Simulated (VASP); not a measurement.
# Al2Zn (P-3m1) in VASP: further runs

Runs on Al2Zn. Level: LDA. Tasks: single point, relaxation of cell and atoms.

Program: VASP 6.6.1. These are calculated values, not measurements. Logs are shortened: lines on timing, memory, paths and dates and some standing lists are left out, and cuts for length are marked.

## (1) The cell of the first run

Symmetry: P-3m1, No. 164, trigonal system. Conventional cell: a = 2.770 Å, b = 2.770 Å, c = 6.826 Å, α = 90.00°, β = 90.00°, γ = 120.00°. Al (site symmetry 3m) has 3 Zn at 2.75 Å and 9 Al at 2.77 to 2.84 Å within 3.6 Å. Zn (site symmetry -3m) has 6 Al at 2.75 Å and 6 Zn at 2.77 Å within 3.6 Å.

## (2) Single point, LDA

Input file INCAR:

```
PREC = Accurate
ENCUT = 520
EDIFF = 1E-6
ISMEAR = 0
SIGMA = 0.1
LREAL = False
LASPH = True
NELM = 60
ALGO = Fast
ISIF = 2
LWAVE = False
LCHARG = False
GGA = CA
NBANDS = 16
```

Input file KPOINTS:

```
Automatic mesh
0
Gamma
  18 18 6
```

Input file POSCAR:

```
Al2Zn
1.0
    2.7699462163      0.0000000000      0.0000000000
   -1.3849731081      2.3988437904      0.0000000000
    0.0000000000      0.0000000000      6.8260673938
Al Zn
2 1
Direct
    0.3333333333      0.6666666667      0.3282219152
    0.6666666667      0.3333333333      0.6717780848
    0.0000000000      0.0000000000      0.0000000000
```

Potentials or basis: VASP PAW LDA potentials, release 64 (Al, Zn).

Run with:

```console
> cat potpaw_LDA.64/Al/POTCAR potpaw_LDA.64/Zn/POTCAR > POTCAR
> mpirun -np 1 vasp_std > vasp.out
```

OUTCAR:

```text
PREC = Accurate
   ENCUT = 520
   EDIFF = 1E-6
   ISMEAR = 0
   LREAL = False
   LASPH = True
   NELM = 60
   ISIF = 2
   GGA = CA

 ion  position               nearest neighbor table
   1  0.333  0.667  0.328-   3 2.75   3 2.75   3 2.75   2 2.84   2 2.84   2 2.84
   2  0.667  0.333  0.672-   3 2.75   3 2.75   3 2.75   1 2.84   1 2.84   1 2.84
   3  0.000  0.000  0.000-   1 2.75   2 2.75   1 2.75   2 2.75   2 2.75   1 2.75

  LATTYP: Found a hexagonal cell.
 ALAT       =     2.7699462163
 C/A-ratio  =     2.4643321064

  Lattice vectors:

 A1 = (   2.7699462163,   0.0000000000,   0.0000000000)
 A2 = (  -1.3849731081,   2.3988437904,   0.0000000000)
 A3 = (   0.0000000000,   0.0000000000,   6.8260673938)

Analysis of symmetry for initial positions (statically):
=====================================================================
 Subroutine PRICEL returns:
 Original cell was already a primitive cell.

 Routine SETGRP: Setting up the symmetry group for a
 hexagonal supercell.

 Subroutine GETGRP returns: Found 12 space group operations
 (whereof 12 operations were pure point group operations)
 out of a pool of 24 trial point group operations.

The static configuration has the point symmetry D_3d.

Analysis of symmetry for dynamics (positions and initial velocities):
=====================================================================
 Subroutine PRICEL returns:
 Original cell was already a primitive cell.

 Routine SETGRP: Setting up the symmetry group for a
 hexagonal supercell.

 Subroutine GETGRP returns: Found 12 space group operations
 (whereof 12 operations were pure point group operations)
 out of a pool of 24 trial point group operations.

The dynamic configuration has the point symmetry D_3d.

 Subroutine INISYM returns: Found 12 space group operations
 (whereof 12 operations are pure point group operations),
 and found     1 'primitive' translations

----------------------------------------------------------------------------------------

                                     Primitive cell

  volume of cell :      45.3570

  direct lattice vectors                    reciprocal lattice vectors
     2.769946216  0.000000000  0.000000000     0.361017840  0.208433747  0.000000000
    -1.384973108  2.398843790  0.000000000     0.000000000  0.416867494  0.000000000
     0.000000000  0.000000000  6.826067394     0.000000000  0.000000000  0.146497235

  length of vectors
     2.769946216  2.769946216  6.826067394     0.416867494  0.416867494  0.146497235

  position of ions in fractional coordinates (direct lattice)
     0.333333333  0.666666667  0.328221915
     0.666666667  0.333333333  0.671778085
     0.000000000  0.000000000  0.000000000

  ion indices of the primitive-cell ions
   primitive index   ion index
                 1           1
                 2           2
                 3           3

----------------------------------------------------------------------------------------

 KPOINTS: Automatic mesh

Automatic generation of k-mesh.
 Grid dimensions read from file:
 generate k-points for:   18   18    6

 Generating k-lattice:

  Cartesian coordinates                     Fractional coordinates (reciprocal lattice)
     0.020056547  0.011579653  0.000000000     0.055555556  0.000000000  0.000000000
     0.000000000  0.023159305  0.000000000     0.000000000  0.055555556  0.000000000
     0.000000000  0.000000000  0.024416206     0.000000000  0.000000000  0.166666667

  Length of vectors
     0.023159305  0.023159305  0.024416206

  Shift w.r.t. Gamma in fractional coordinates (k-lattice)
     0.000000000  0.000000000  0.000000000

 Subroutine IBZKPT returns following result:
 ===========================================

 Found    202 irreducible k-points:

 Following reciprocal coordinates:
            Coordinates               Weight
  0.000000  0.000000  0.000000      1.000000
  0.055556  0.000000  0.000000      6.000000
  0.111111  0.000000  0.000000      6.000000
  0.166667  0.000000  0.000000      6.000000
  0.222222  0.000000  0.000000      6.000000
  0.277778  0.000000  0.000000      6.000000
[... 16 lines left out ...]
  0.333333  0.111111  0.000000     12.000000
  0.388889  0.111111  0.000000     12.000000
 [... further k-points ...]
   k-points           NKPTS =    202   k-points in BZ     NKDIM =    202   number of bands    NBANDS=     16
   number of dos      NEDOS =    301   number of ions     NIONS =      3
   total plane-waves  NPLWV =  31104
   dimension x,y,z NGX =    24 NGY =   24 NGZ =   54
   dimension x,y,z NGXF=    48 NGYF=   48 NGZF=  108
   ions per type =               2   1
   NGX,Y,Z   is equivalent  to a cutoff of  14.40, 14.40, 13.15 a.u.
   NGXF,Y,Z  is equivalent  to a cutoff of  28.81, 28.81, 26.30 a.u.
 SYSTEM =  unknown system
   PREC   = accura    normal or accurate (medium, high low for compatibility)
   ISTART =      0    job   : 0-new  1-cont  2-samecut
   ICHARG =      2    charge: 1-file 2-atom 10-const
   ISPIN  =      1    spin polarized calculation?
   LNONCOLLINEAR =      F non collinear calculations
   LSORBIT =      F    spin-orbit coupling
   LASPH  =      T    aspherical Exc in radial PAW
   ENCUT  =  520.0 eV  38.22 Ry    6.18 a.u.   5.15  5.15 12.69*2*pi/ulx,y,z
   NELM   =     60;   NELMIN=  2; NELMDL= -5     # of ELM steps
   EDIFF  = 0.1E-05   stopping-criterion for ELM
   LREAL  =      F    real-space projection
   EDIFFG = 0.1E-04   stopping-criterion for IOM
   NSW    =      0    number of steps for IOM
   IBRION =     -1    ionic relax: 0-MD 1-quasi-New 2-CG
   NFREE  =      0    steps in history (QN), initial steepest desc. (CG)
   ISIF   =      2    stress and relaxation
   ISYM   =      2    0-nonsym 1-usesym 2-fastsym
   POTIM  = 0.5000    time-step for ionic-motion
   TEBEG  =    0.0;   TEEND  =   0.0 temperature during run
   PSTRESS=    0.0 pullay stress
   NELECT =      18.0000    total number of electrons
   NUPDOWN=      -1.0000    fix difference up-down
   EMIN   =  10.00;   EMAX   =-10.00  energy-range for DOS
   EFERMI =   0.00;   METHOD = LEGACY
   ISMEAR =     0;   SIGMA  =   0.10  broadening in eV -4-tet -1-fermi 0-gaus
   EFERMI_NEDOS =   21; number of points for ismear=-14 and -15
   IALGO  =     68    algorithm
   IMIX   =      4    mixing-type and parameters
     AMIX     =   0.40;   BMIX     =  1.00
     AMIX_MAG =   1.60;   BMIX_MAG =  1.00
  volume/ion in A,a.u.               =      15.12       102.03
  Fermi-wavevector in a.u.,A,eV,Ry     =   1.203052  2.273438 19.692174  1.447334
  Thomas-Fermi vector in A             =   2.338816
   LORBIT       =      0    0 simple, 1 ext, 2 COOP (PROOUT), +10 PAW based schemes
   GGA     = CA    functional components
   LHFCALC =     F    Hartree Fock is set to
   AEXX    =    0.0000 exact exchange contribution
   IVDW    =     0    specifies the selected vdW correction
   LEPSILON=     F    determine dielectric tensor
   LRPA    =     F    only Hartree local field effects (RPA)
 non-spin polarized calculation
 RMM-DIIS sequential band-by-band and
 Gauss-broadening in eV      SIGMA  =   0.10
  energy-cutoff  :      520.00
  volume of cell :       45.36
 maximum number of plane-waves:      1237
 NGX is ok and might be reduce to    24
   NGX = 11   NGY = 11   NGZ = 25

 number of electron      18.0000010 magnetization

 Free energy of the ion-electron system (eV)
  ---------------------------------------------------
  ext. energy  EPLUGINS =         0.00000000
  ---------------------------------------------------
  free energy    TOTEN  =       -10.20282925 eV

  energy without entropy =      -10.19787957  energy(sigma->0) =      -10.20035441

 E-fermi :   6.9008     XC(G=0): -11.0897

 val. band max:        6.8698676291   @ k =   0.3333   0.2222   0.1667
 cond. band min:       6.9012760692   @ k =   0.3889   0.1111   0.0000
 fundamental gap:      0.0314084401
 Fermi energy:         6.9007995092

 k-point     1 :       0.0000    0.0000    0.0000
  band No.  band energies     occupation
      1      -4.5177      2.00000
      2      -1.8044      2.00000
      3      -1.4507      2.00000
      4      -0.9681      2.00000
      5      -0.9681      2.00000
      6      -0.6320      2.00000
[... 8 lines left out ...]
     15      21.1957      0.00000
     16      21.3140      0.00000

 k-point     2 :       0.0556    0.0000    0.0000
  band No.  band energies     occupation
      1      -4.4380      2.00000
      2      -1.7509      2.00000
      3      -1.4163      2.00000
      4      -0.9772      2.00000
      5      -0.9506      2.00000
      6      -0.6354      2.00000
[... 8 lines left out ...]
     15      20.0223      0.00000
     16      20.4980      0.00000

 k-point     3 :       0.1111    0.0000    0.0000
  band No.  band energies     occupation
      1      -4.1995      2.00000
      2      -1.6076      2.00000
      3      -1.3405      2.00000
      4      -0.9995      2.00000
      5      -0.8999      2.00000
      6      -0.6454      2.00000
[... 8 lines left out ...]
     15      19.2457      0.00000
     16      19.3576      0.00000

 k-point     4 :       0.1667    0.0000    0.0000
  band No.  band energies     occupation
      1      -3.8058      2.00000
      2      -1.4354      2.00000
      3      -1.2833      2.00000
      4      -1.0142      2.00000
      5      -0.8214      2.00000
      6      -0.6604      2.00000
[... 8 lines left out ...]
     15      17.9224      0.00000
     16      18.5652      0.00000
[... 324 lines left out ...]
 k-point    22 :       0.2778    0.1111    0.0000
  band No.  band energies     occupation
      1      -1.6963      2.00000
      2      -1.3238      2.00000
      3      -1.2495      2.00000
      4      -0.8107      2.00000
      5      -0.7572      2.00000
      6      -0.3563      2.00000
[... 8 lines left out ...]
     15      14.0939      0.00000
     16      14.9388      0.00000

 k-point    23 :       0.3333    0.1111    0.0000
  band No.  band energies     occupation
      1      -1.4499      2.00000
      2      -1.3055      2.00000
      3      -1.0879      2.00000
      4      -0.7864      2.00000
      5      -0.6111      2.00000
      6       0.1120      2.00000
[... 8 lines left out ...]
     15      13.7785      0.00000
     16      14.5229      0.00000

 k-point    24 :       0.3889    0.1111    0.0000
  band No.  band energies     occupation
      1      -1.4600      2.00000
      2      -1.3170      2.00000
      3      -0.9432      2.00000
      4      -0.8012      2.00000
      5      -0.5008      2.00000
      6       1.0737      2.00000
[... 8 lines left out ...]
     15      13.7921      0.00000
     16      14.2904      0.00000

 [... further k-points ...]
[... 5 lines left out ...]
  --------------------------------------------------------------------------------------
  -------------------------------------------------------------------------------------
  Total        0.0788314      0.0788314      0.0863641      0.0000000      0.0000000      0.0000000
  in kB        2.7846188      2.7846188      3.0507026      0.0000000      0.0000000      0.0000000
  external PRESSURE =       2.8733134 kB  Pullay stress =       0.0000000 kB

 VOLUME and BASIS-vectors are now :
 -----------------------------------------------------------------------------
  energy-cutoff  :      520.00
  volume of cell :       45.36
      direct lattice vectors                 reciprocal lattice vectors
     2.769946216  0.000000000  0.000000000     0.361017840  0.208433747  0.000000000
    -1.384973108  2.398843790  0.000000000     0.000000000  0.416867494  0.000000000
     0.000000000  0.000000000  6.826067394     0.000000000  0.000000000  0.146497235

 POSITION                                       TOTAL-FORCE (eV/Angst)
 -----------------------------------------------------------------------------------
     -0.00000      1.59923      2.24046        -0.000000      0.000000      0.009979
      1.38497      0.79961      4.58560         0.000000     -0.000000     -0.009979
      0.00000      0.00000      0.00000         0.000000      0.000000      0.000000
 -----------------------------------------------------------------------------------
    total drift:                               -0.000000      0.000000      0.000000

  FREE ENERGIE OF THE ION-ELECTRON SYSTEM (eV)
  ---------------------------------------------------
  free  energy   TOTEN  =       -10.2028292459 eV

  energy  without entropy=      -10.1978795650  energy(sigma->0) =      -10.20035441
```

Run time: 3.7 min. Hardware: 1 thread of Oxide Virtual Turin-like, shared host; peak memory 0.22 GiB.

Results:

- Free energy: -10.2028 eV
- Pressure: 0.3 GPa
- Largest force: 0.010 eV/Å
- Band gap on the k mesh: zero (band 9 reaches 9.44 eV, above the bottom of band 10 at 5.62 eV)

Forces in eV/Å, atoms in the order of the input:
```
Al   0.000  0.000  0.010
Al   0.000  0.000 -0.010
Zn   0.000  0.000  0.000
```

[end of part 1 of 2]
